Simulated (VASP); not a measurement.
# GaSb (e600) (F-43m) in VASP: notebook, part 2 of 2

VASP 6.6.1.

## (3) Single point, PBEsol

Contents of INCAR:

```
  PREC = Accurate
  ENCUT = 520
  EDIFF = 1E-6
  ISMEAR = 0
  SIGMA = 0.01
  LREAL = F
  LASPH = T
  NELM = 100
  ALGO = Normal
  ISIF = 2
  LWAVE = F
  LCHARG = F
  GGA = PS
  NBANDS = 16
```

Contents of KPOINTS:

```
Automatic mesh
0
Gamma
  10 10 10
```

Contents of POSCAR:

```
GaSb
1.0
    0.0000000000      3.0559078450      3.0559078450
    3.0559078450      0.0000000000      3.0559078450
    3.0559078450      3.0559078450      0.0000000000
Ga Sb
1 1
Direct
    0.0000000000      0.0000000000      0.0000000000
    0.2500000000      0.2500000000      0.2500000000
```

Potentials or basis: VASP PAW PBE potentials, release 64 (Ga_d, Sb).

Launch:

```console
cat potpaw_PBE.64/Ga_d/POTCAR potpaw_PBE.64/Sb/POTCAR > POTCAR
mpirun -np 1 vasp_std > vasp.out
```

OUTCAR:

```text
PREC = Accurate
   ENCUT = 520
   EDIFF = 1E-6
   ISMEAR = 0
   LREAL = F
   LASPH = T
   NELM = 100
   ISIF = 2
   GGA = PS

 ion  position               nearest neighbor table
   1  0.000  0.000  0.000-   2 2.65   2 2.65   2 2.65   2 2.65
   2  0.250  0.250  0.250-   1 2.65   1 2.65   1 2.65   1 2.65

  LATTYP: Found a face centered cubic cell.
 ALAT       =     6.1118156900

  Lattice vectors:

 A1 = (   0.0000000000,   3.0559078450,   3.0559078450)
 A2 = (   3.0559078450,   0.0000000000,   3.0559078450)
 A3 = (   3.0559078450,   3.0559078450,   0.0000000000)

Analysis of symmetry for initial positions (statically):
=====================================================================
 Subroutine PRICEL returns:
 Original cell was already a primitive cell.

 Routine SETGRP: Setting up the symmetry group for a
 face centered cubic supercell.

 Subroutine GETGRP returns: Found 24 space group operations
 (whereof 24 operations were pure point group operations)
 out of a pool of 48 trial point group operations.

The static configuration has the point symmetry T_d .

Analysis of symmetry for dynamics (positions and initial velocities):
=====================================================================
 Subroutine PRICEL returns:
 Original cell was already a primitive cell.

 Routine SETGRP: Setting up the symmetry group for a
 face centered cubic supercell.

 Subroutine GETGRP returns: Found 24 space group operations
 (whereof 24 operations were pure point group operations)
 out of a pool of 48 trial point group operations.

The dynamic configuration has the point symmetry T_d .

 Subroutine INISYM returns: Found 24 space group operations
 (whereof 24 operations are pure point group operations),
 and found     1 'primitive' translations

----------------------------------------------------------------------------------------

                                     Primitive cell

  volume of cell :      57.0756

  direct lattice vectors                    reciprocal lattice vectors
     0.000000000  3.055907845  3.055907845    -0.163617499  0.163617499  0.163617499
     3.055907845  0.000000000  3.055907845     0.163617499 -0.163617499  0.163617499
     3.055907845  3.055907845  0.000000000     0.163617499  0.163617499 -0.163617499

  length of vectors
     4.321706320  4.321706320  4.321706320     0.283393822  0.283393822  0.283393822

  position of ions in fractional coordinates (direct lattice)
     0.000000000  0.000000000  0.000000000
     0.250000000  0.250000000  0.250000000

  ion indices of the primitive-cell ions
   primitive index   ion index
                 1           1
                 2           2

----------------------------------------------------------------------------------------

 KPOINTS: Automatic mesh

Automatic generation of k-mesh.
 Grid dimensions read from file:
 generate k-points for:   10   10   10

 Generating k-lattice:

  Cartesian coordinates                     Fractional coordinates (reciprocal lattice)
    -0.016361750  0.016361750  0.016361750     0.100000000  0.000000000  0.000000000
     0.016361750 -0.016361750  0.016361750     0.000000000  0.100000000  0.000000000
     0.016361750  0.016361750 -0.016361750     0.000000000  0.000000000  0.100000000

  Length of vectors
     0.028339382  0.028339382  0.028339382

  Shift w.r.t. Gamma in fractional coordinates (k-lattice)
     0.000000000  0.000000000  0.000000000

 Subroutine IBZKPT returns following result:
 ===========================================

 Found     47 irreducible k-points:

 Following reciprocal coordinates:
            Coordinates               Weight
  0.000000  0.000000  0.000000      1.000000
  0.100000  0.000000  0.000000      8.000000
  0.200000  0.000000  0.000000      8.000000
  0.300000  0.000000  0.000000      8.000000
  0.400000  0.000000  0.000000      8.000000
  0.500000  0.000000  0.000000      4.000000
[... 16 lines left out ...]
  0.300000  0.300000  0.000000      6.000000
  0.400000  0.300000  0.000000     24.000000
 [... further k-points ...]
   k-points           NKPTS =     47   k-points in BZ     NKDIM =     47   number of bands    NBANDS=     16
   number of dos      NEDOS =    301   number of ions     NIONS =      2
   total plane-waves  NPLWV =  32768
   dimension x,y,z NGX =    32 NGY =   32 NGZ =   32
   dimension x,y,z NGXF=    64 NGYF=   64 NGZF=   64
   ions per type =               1   1
   NGX,Y,Z   is equivalent  to a cutoff of  12.31, 12.31, 12.31 a.u.
   NGXF,Y,Z  is equivalent  to a cutoff of  24.62, 24.62, 24.62 a.u.
 SYSTEM =  unknown system
   PREC   = accura    normal or accurate (medium, high low for compatibility)
   ISTART =      0    job   : 0-new  1-cont  2-samecut
   ICHARG =      2    charge: 1-file 2-atom 10-const
   ISPIN  =      1    spin polarized calculation?
   LNONCOLLINEAR =      F non collinear calculations
   LSORBIT =      F    spin-orbit coupling
   LASPH  =      T    aspherical Exc in radial PAW
   ENCUT  =  520.0 eV  38.22 Ry    6.18 a.u.   8.04  8.04  8.04*2*pi/ulx,y,z
   NELM   =    100;   NELMIN=  2; NELMDL= -5     # of ELM steps
   EDIFF  = 0.1E-05   stopping-criterion for ELM
   LREAL  =      F    real-space projection
   EDIFFG = 0.1E-04   stopping-criterion for IOM
   NSW    =      0    number of steps for IOM
   IBRION =     -1    ionic relax: 0-MD 1-quasi-New 2-CG
   NFREE  =      0    steps in history (QN), initial steepest desc. (CG)
   ISIF   =      2    stress and relaxation
   ISYM   =      2    0-nonsym 1-usesym 2-fastsym
   POTIM  = 0.5000    time-step for ionic-motion
   TEBEG  =    0.0;   TEEND  =   0.0 temperature during run
   PSTRESS=    0.0 pullay stress
   NELECT =      18.0000    total number of electrons
   NUPDOWN=      -1.0000    fix difference up-down
   EMIN   =  10.00;   EMAX   =-10.00  energy-range for DOS
   EFERMI =   0.00;   METHOD = LEGACY
   ISMEAR =     0;   SIGMA  =   0.01  broadening in eV -4-tet -1-fermi 0-gaus
   EFERMI_NEDOS =   21; number of points for ismear=-14 and -15
   IALGO  =     38    algorithm
   IMIX   =      4    mixing-type and parameters
     AMIX     =   0.40;   BMIX     =  1.00
     AMIX_MAG =   1.60;   BMIX_MAG =  1.00
  volume/ion in A,a.u.               =      28.54       192.58
  Fermi-wavevector in a.u.,A,eV,Ry     =   1.114334  2.105786 16.894904  1.241740
  Thomas-Fermi vector in A             =   2.250928
   LORBIT       =      0    0 simple, 1 ext, 2 COOP (PROOUT), +10 PAW based schemes
   GGA     = PS    functional components
   LHFCALC =     F    Hartree Fock is set to
   AEXX    =    0.0000 exact exchange contribution
   IVDW    =     0    specifies the selected vdW correction
   LEPSILON=     F    determine dielectric tensor
   LRPA    =     F    only Hartree local field effects (RPA)
 non-spin polarized calculation
 Gauss-broadening in eV      SIGMA  =   0.01
  energy-cutoff  :      520.00
  volume of cell :       57.08
 maximum number of plane-waves:      1572
   NGX = 17   NGY = 17   NGZ = 17

 number of electron      17.9999985 magnetization

 Free energy of the ion-electron system (eV)
  ---------------------------------------------------
  ext. energy  EPLUGINS =         0.00000000
  ---------------------------------------------------
  free energy    TOTEN  =        -8.15338149 eV

  energy without entropy =       -8.15336869  energy(sigma->0) =       -8.15337509

 E-fermi :   4.7703     XC(G=0):  -9.2800

 val. band max:        4.7614854071   @ k =   0.0000   0.0000   0.0000
 cond. band min:       4.7736722649   @ k =   0.0000   0.0000   0.0000
 fundamental gap:      0.0121868578
 Fermi energy:         4.7703160583

 k-point     1 :       0.0000    0.0000    0.0000
  band No.  band energies     occupation
      1     -10.2421      2.00000
      2     -10.2421      2.00000
      3     -10.2421      2.00000
      4     -10.1913      2.00000
      5     -10.1913      2.00000
      6      -6.7634      2.00000
[... 8 lines left out ...]
     15      13.3678      0.00000
     16      13.3678      0.00000
[... 419 lines left out ...]
 k-point    24 :       0.4000    0.3000    0.0000
  band No.  band energies     occupation
      1     -10.2792      2.00000
      2     -10.2232      2.00000
      3     -10.2227      2.00000
      4     -10.2000      2.00000
      5     -10.1882      2.00000
      6      -5.1442      2.00000
[... 8 lines left out ...]
     15      15.1054      0.00000
     16      15.1440      0.00000

 [... further k-points ...]

------------------------ aborting loop because EDIFF is reached ----------------------------------------

  FORCE on cell =-STRESS in cart. coord.  units (eV):
  Direction    XX          YY          ZZ          XY          YZ          ZX
  --------------------------------------------------------------------------------------
  -------------------------------------------------------------------------------------
  Total        0.0250443      0.0250443      0.0250443     -0.0000000      0.0000000     -0.0000000
  in kB        0.7030216      0.7030216      0.7030216     -0.0000000      0.0000000     -0.0000000
  external PRESSURE =       0.7030216 kB  Pullay stress =       0.0000000 kB

 VOLUME and BASIS-vectors are now :
 -----------------------------------------------------------------------------
  energy-cutoff  :      520.00
  volume of cell :       57.08
      direct lattice vectors                 reciprocal lattice vectors
     0.000000000  3.055907845  3.055907845    -0.163617499  0.163617499  0.163617499
     3.055907845  0.000000000  3.055907845     0.163617499 -0.163617499  0.163617499
     3.055907845  3.055907845  0.000000000     0.163617499  0.163617499 -0.163617499

 POSITION                                       TOTAL-FORCE (eV/Angst)
 -----------------------------------------------------------------------------------
      0.00000      0.00000      0.00000         0.000000      0.000000      0.000000
      1.52795      1.52795      1.52795        -0.000000     -0.000000     -0.000000
 -----------------------------------------------------------------------------------
    total drift:                                0.000000      0.000000      0.000000

  FREE ENERGIE OF THE ION-ELECTRON SYSTEM (eV)
  ---------------------------------------------------
  free  energy   TOTEN  =        -8.1533814944 eV

  energy  without entropy=       -8.1533686942  energy(sigma->0) =       -8.15337509
```

Run time: 15 s. Hardware: 1 thread of Intel Xeon Platinum 8488C (Sapphire Rapids), shared host; peak memory 0.2 GiB.

Results:

```
Free energy : -8.1534 eV
Pressure    : 0.1 GPa
```

Levels at points of the mesh, in eV from the Fermi level:
| k point | band 5 | band 6 | band 7 | band 8 | band 9 | band 10 | band 11 | band 12 | band 13 | band 14 |
| --- | --- | --- | --- | --- | --- | --- | --- | --- | --- | --- |
| (0.00, 0.00, 0.00) | -14.96 | -11.53 | -0.01 | -0.01 | -0.01 | 0.00 | 2.75 | 2.75 | 2.75 | 5.62 |
| (0.50, 0.00, 0.00) | -14.96 | -9.90 | -6.42 | -1.17 | -1.17 | 0.34 | 3.71 | 3.71 | 6.31 | 9.26 |
| (0.50, 0.50, 0.00) | -14.96 | -9.06 | -6.85 | -2.61 | -2.61 | 0.83 | 1.14 | 8.68 | 8.68 | 9.99 |

Caveat: the PAW data sets were made with another functional, which shifts forces and pressure a little; spin-orbit coupling is left out, which moves the levels of the heavy elements.

## (4) Relaxation of cell and atoms, PBEsol

This run uses another cell than the first one, of 28.32 Å³/atom, 0.992 times its volume.

Contents of INCAR:

```
PREC = Accurate ; ENCUT = 600
EDIFF = 1E-6 ; ISMEAR = 0
SIGMA = 0.1 ; LREAL = F
LASPH = T ; NELM = 80
ALGO = Normal ; ISIF = 3
LWAVE = F ; LCHARG = F
GGA = PS ; IBRION = 2
NSW = 100 ; EDIFFG = -0.002
```

KPOINTS is that of step 3.

Contents of POSCAR:

```
GaSb
1.0
    0.0000000000      3.0480000000      3.0480000000
    3.0480000000      0.0000000000      3.0480000000
    3.0480000000      3.0480000000      0.0000000000
Ga Sb
1 1
Direct
    0.0000000000      0.0000000000      0.0000000000
    0.2500000000      0.2500000000      0.2500000000
```

Launch:

```console
cat potpaw_PBE.64/Ga_d/POTCAR potpaw_PBE.64/Sb/POTCAR > POTCAR
mpirun -np 1 vasp_std > vasp.out
```

Run time: 48 s. Hardware: 1 thread of Intel Xeon Platinum 8488C (Sapphire Rapids), shared host; peak memory 0.23 GiB.

The run converged. Its results:

```
Free energy                            : -8.1534 eV
Relaxed volume                         : 28.58 Å³/atom
Relaxed cell                           : a = 4.324 Å, b = 4.324 Å, c = 4.324 Å, α = 60.00°, β = 60.00°, γ = 60.00°
Space group after relaxing (to 0.05 Å) : F-43m (No. 216)
Energy gained by relaxing              : 0.4 meV/atom
Ionic steps                            : 3
Pressure after relaxing                : 0.0 GPa
```

Step by step:
| step | energy change (eV) | largest force (eV/Å) | pressure (GPa) | volume (Å³) |
| --- | --- | --- | --- | --- |
| 1 | 0.0000 | 0.0000 | 0.46 | 56.63 |
| 2 | -0.0007 | 0.0000 | -0.13 | 57.31 |
| 3 | -0.0007 | 0.0000 | 0.00 | 57.15 |

Final structure:
```yaml
crystal:
  lattice:
    - [0.00000, 3.05727, 3.05727]
    - [3.05727, 0.00000, 3.05727]
    - [3.05727, 3.05727, 0.00000]
  atoms:
    - { symbol: Ga, position: [0.00000, 0.00000, 0.00000] }
    - { symbol: Sb, position: [0.25000, 0.25000, 0.25000] }
```

Levels at points of the mesh, in eV from the Fermi level:
| k point | band 7 | band 8 | band 9 | band 10 | band 11 | band 12 |
| --- | --- | --- | --- | --- | --- | --- |
| (0.00, 0.00, 0.00) | -0.05 | -0.05 | -0.05 | -0.05 | 2.71 | 2.71 |
| (0.50, 0.00, 0.00) | -6.45 | -1.21 | -1.21 | 0.30 | 3.67 | 3.67 |
| (0.50, 0.50, 0.00) | -6.89 | -2.64 | -2.64 | 0.79 | 1.11 | 8.63 |

Caveat: the PAW data sets were made with another functional, which shifts forces and pressure a little; spin-orbit coupling is left out, which moves the levels of the heavy elements.

## (5) The runs side by side

```tsv
task	cell	cutoff (eV)	smearing	pressure (GPa)
single point	a = 4.322 Å, angles 60.0°, 2 atoms	520	gaussian 0.1 eV	0.1
single point	a = 4.322 Å, angles 60.0°, 2 atoms	520	gaussian 0.01 eV	0.1
relaxation of cell and atoms	relaxed from a = 4.311 Å, angles 60.0°, 2 atoms	600	gaussian 0.1 eV	0.0
```

Alike in all rows: level PBEsol; potentials or basis VASP PAW PBE potentials, release 64 (Ga_d, Sb); no spin polarisation; k mesh 10 × 10 × 10.

Caveats: the PAW data sets were made with another functional, which shifts forces and pressure a little; spin-orbit coupling is left out, which moves the levels of the heavy elements.

Total energies depend on the potentials used, so only differences within one code and one set of settings carry meaning.
